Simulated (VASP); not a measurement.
# Al5As (F-43m) in VASP: notebook, part 2 of 2

VASP 6.6.1. Earlier steps stand in the parts before.

### 5 Single point, PBE

This run uses another cell than the first one, of 17.83 Å³/atom, 1.230 times its volume.

The input, INCAR:

```
ALGO     = Normal         # electronic algorithm
EDIFF    = 1E-6           # SCF threshold, eV
ENCUT    = 520            # plane-wave cutoff, eV
GGA      = PE             # functional
ISIF     = 2              # what is computed and relaxed
ISMEAR   = 0              # smearing method
LASPH    = T              # aspherical terms in the spheres
LCHARG   = F              # write CHGCAR
LREAL    = F              # projectors in reciprocal space
LWAVE    = F              # write WAVECAR
NBANDS   = 19             # bands
NELM     = 100            # most SCF steps
PREC     = Accurate       # precision mode
SIGMA    = 0.1            # smearing width, eV
```

The input, KPOINTS:

```
k-points
0
Gamma
  10 10 10
```

The input, POSCAR:

```
Al5As
1.0
    0.0000000000      3.7678870409      3.7678870409
    3.7678870409      0.0000000000      3.7678870409
    3.7678870409      3.7678870409      0.0000000000
Al As
5 1
Direct
    0.6245339574      0.6245339574      0.6245339574
    0.1263981279      0.6245339574      0.6245339574
    0.6245339574      0.6245339574      0.1263981279
    0.6245339574      0.1263981279      0.6245339574
    0.2500000000      0.2500000000      0.2500000000
    0.0000000000      0.0000000000      0.0000000000
```

Command:

```sh
$ cat potpaw_PBE.64/Al/POTCAR potpaw_PBE.64/As/POTCAR > POTCAR
$ mpirun -np 1 vasp_std > vasp.out
```

It took 74 s on 1 thread of Intel Xeon 6975P-C, shared host; peak memory 0.28 GiB.

Results (log left out):

- Free energy: -21.9771 eV
- Pressure: 0.0 GPa
- Band gap on the k mesh: zero (band 10 reaches 8.05 eV, above the bottom of band 11 at 5.45 eV)

Levels at points of the mesh, in eV from the Fermi level:
```csv
k point,band 7,band 8,band 9,band 10,band 11,band 12,band 13,band 14
"(0.00, 0.00, 0.00)",-2.69,-2.69,-2.69,-2.03,-1.00,-1.00,-1.00,-0.36
"(0.50, 0.00, 0.00)",-3.52,-3.52,-0.64,0.21,0.74,0.74,1.49,1.49
"(0.50, 0.50, 0.00)",-0.68,0.24,0.44,0.44,2.00,2.08,2.11,2.11
```

### 6 Relaxation of cell and atoms, PBE

This run uses another cell than the first one, of 17.78 Å³/atom, 1.226 times its volume.

The input, INCAR:

```
PREC     = Accurate       # precision mode
ENCUT    = 600            # plane-wave cutoff, eV
EDIFF    = 1E-6           # SCF threshold, eV
ISMEAR   = 0              # smearing method
SIGMA    = 0.1            # smearing width, eV
LREAL    = False          # projectors in reciprocal space
LASPH    = True           # aspherical terms in the spheres
NELM     = 100            # most SCF steps
ALGO     = Normal         # electronic algorithm
ISIF     = 3              # what is computed and relaxed
LWAVE    = False          # write WAVECAR
LCHARG   = False          # write CHGCAR
GGA      = PE             # functional
IBRION   = 2              # ionic algorithm
NSW      = 100            # ionic steps
EDIFFG   = -0.01          # ionic threshold
```

The input, KPOINTS:

```
Automatic mesh
0
Gamma
  10 10 10
```

The input, POSCAR:

```
Al5As
1.0
    0.0000000000      3.7643922999      3.7643922999
    3.7643922999      0.0000000000      3.7643922999
    3.7643922999      3.7643922999      0.0000000000
Al As
5 1
Direct
    0.6241099723      0.6241099723      0.6241099723
    0.1276700831      0.6241099723      0.6241099723
    0.6241099723      0.6241099723      0.1276700831
    0.6241099723      0.1276700831      0.6241099723
    0.2500000000      0.2500000000      0.2500000000
    0.0000000000      0.0000000000      0.0000000000
```

Potentials or basis: VASP PAW PBE potentials, release 64 (Al, As).

Command:

```sh
$ cat potpaw_PBE.64/Al/POTCAR potpaw_PBE.64/As/POTCAR > POTCAR
$ mpirun -np 1 vasp_std > vasp.out
```

OUTCAR:

```text
PREC = Accurate
   ENCUT = 600
   EDIFF = 1E-6
   ISMEAR = 0
   LREAL = False
   LASPH = True
   NELM = 100
   ISIF = 3
   GGA = PE
   IBRION = 2
   NSW = 100
   EDIFFG = -0.01

 ion  position               nearest neighbor table
   1  0.624  0.624  0.624-   2 2.64   3 2.64   4 2.64   2 2.68   4 2.68   3 2.68   5 3.12   5 3.12
                             5 3.12   6 3.12   6 3.12   6 3.12
   2  0.128  0.624  0.624-   1 2.64   3 2.64   4 2.64   4 2.68   3 2.68   1 2.68   5 3.12   5 3.12
                             5 3.12   6 3.12   6 3.12   6 3.12
   3  0.624  0.624  0.128-   1 2.64   2 2.64   4 2.64   4 2.68   2 2.68   1 2.68   5 3.12   5 3.12
                             5 3.12   6 3.12   6 3.12   6 3.12
   4  0.624  0.128  0.624-   1 2.64   2 2.64   3 2.64   2 2.68   3 2.68   1 2.68   5 3.12   5 3.12
                             5 3.12   6 3.12   6 3.12   6 3.12
[... 304 lines left out ...]
      8       4.4652      2.00000
      9       4.4652      2.00000
     10       5.1266      2.00000
     11       6.1603      2.00000
     12       6.1603      2.00000
     13       6.1603      2.00000
     14       6.7987      2.00000
[... 377 lines left out ...]
      1      -4.2771      2.00000
      2      -1.3141      2.00000
      3       0.2661      2.00000
      4       1.2733      2.00000
      5       1.6551      2.00000
      6       2.5086      2.00000
      7       5.1627      2.00000
      8       6.5041      2.00000
      9       6.8686      1.99995
     10       7.4642      0.00001
     11       8.1700      0.00000
     12       8.3267      0.00000
     13       8.7070      0.00000
     14       8.7243      0.00000

 [... further k-points ...]

------------------------ aborting loop because EDIFF is reached ----------------------------------------

  FORCE on cell =-STRESS in cart. coord.  units (eV):
  Direction    XX          YY          ZZ          XY          YZ          ZX
  --------------------------------------------------------------------------------------
  -------------------------------------------------------------------------------------
  Total       -0.0013644     -0.0013644     -0.0013644     -0.0000000      0.0000000     -0.0000000
  in kB       -0.0204179     -0.0204179     -0.0204179     -0.0000000      0.0000000     -0.0000000
  external PRESSURE =      -0.0204179 kB  Pullay stress =       0.0000000 kB
[... 21 lines left out ...]
  FREE ENERGIE OF THE ION-ELECTRON SYSTEM (eV)
  ---------------------------------------------------
  free  energy   TOTEN  =       -21.9766290706 eV

  energy  without entropy=      -21.9553137058  energy(sigma->0) =      -21.96597139

 reached required accuracy - stopping structural energy minimisation
```

OSZICAR:

```text
N       E                     dE             d eps       ncg     rms          rms(c)
DAV:   1     0.362390841718E+02    0.36239E+02   -0.83659E+03  1316   0.132E+03
DAV:   2    -0.195851137028E+02   -0.55824E+02   -0.53985E+02  1646   0.145E+02
DAV:   3    -0.223337160494E+02   -0.27486E+01   -0.26897E+01  1768   0.285E+01
DAV:   4    -0.223678529113E+02   -0.34137E-01   -0.34015E-01  1514   0.371E+00
[... 16 lines left out ...]
DAV:   6    -0.219766141083E+02    0.39876E-06   -0.24231E-06   890   0.863E-03
   2 F= -.21976614E+02 E0= -.21965946E+02  d E =-.162904E-02
       N       E                     dE             d eps       ncg     rms          rms(c)
DAV:   1    -0.219766325175E+02   -0.18010E-04   -0.35117E-04  1502   0.112E-01    0.938E-03
DAV:   2    -0.219766292709E+02    0.32466E-05   -0.20520E-05  1468   0.310E-02    0.465E-03
DAV:   3    -0.219766290706E+02    0.20030E-06   -0.35109E-06  1350   0.103E-02
   3 F= -.21976629E+02 E0= -.21965971E+02  d E =-.164400E-02
```

It took 2.9 min on 1 thread of Intel Xeon 6975P-C, shared host; peak memory 0.38 GiB.

What came out:

```
Free energy                            : -21.9766 eV
Relaxed volume                         : 17.84 Å³/atom
Relaxed cell                           : a = 5.330 Å, b = 5.330 Å, c = 5.330 Å, α = 60.00°, β = 60.00°, γ = 60.00°
Space group after relaxing (to 0.05 Å) : F-43m (No. 216)
Energy gained by relaxing              : 0.3 meV/atom
Ionic steps                            : 3
Pressure after relaxing                : 0.0 GPa
```

The path:
```csv
step,energy change (eV),largest force (eV/Å),pressure (GPa),volume (Å³)
1,0.0000,0.1249,0.24,106.69
2,-0.0016,0.0118,-0.03,107.10
3,-0.0016,0.0005,0.00,107.06
```

Final structure:
```yaml
crystal:
  lattice:
    - [0.00000, 3.76882, 3.76882]
    - [3.76882, 0.00000, 3.76882]
    - [3.76882, 3.76882, 0.00000]
  atoms:
    - { symbol: Al, position: [0.62453, 0.62453, 0.62453] }
    - { symbol: Al, position: [0.12641, 0.62453, 0.62453] }
    - { symbol: Al, position: [0.62453, 0.62453, 0.12641] }
    - { symbol: Al, position: [0.62453, 0.12641, 0.62453] }
    - { symbol: Al, position: [0.25000, 0.25000, 0.25000] }
    - { symbol: As, position: [0.00000, 0.00000, 0.00000] }
```

Caveat: the bands computed are all filled at some k points, so no gap is given.

### 7 The runs side by side

```csv
task,cell,k mesh,cutoff (eV),gap on the mesh (eV),pressure (GPa),relaxed volume (Å³/atom)
single point,"a = 4.974 Å, angles 60.0°, 6 atoms",4 × 4 × 4,520,none,21.2,-
single point,"a = 5.324 Å, angles 60.0°, 6 atoms",4 × 4 × 4,520,none,0.1,-
relaxation of cell and atoms,"relaxed from a = 4.974 Å, angles 60.0°, 6 atoms",4 × 4 × 4,600,-,0.0,17.86
single point,"a = 5.329 Å, angles 60.0°, 6 atoms",10 × 10 × 10,520,none,0.0,-
relaxation of cell and atoms,"relaxed from a = 5.324 Å, angles 60.0°, 6 atoms",10 × 10 × 10,600,-,0.0,17.84
```

Alike in all rows: level PBE; potentials or basis VASP PAW PBE potentials, release 64 (Al, As); no spin polarisation; smearing gaussian 0.1 eV.

Caveats: some runs use coarse meshes; the bands computed are all filled at some k points, so no gap is given (some runs); the volume moved by over 15 % at a fixed basis, so the end points are rough (some runs).

Absolute energies hang on the potentials; compare differences alone.
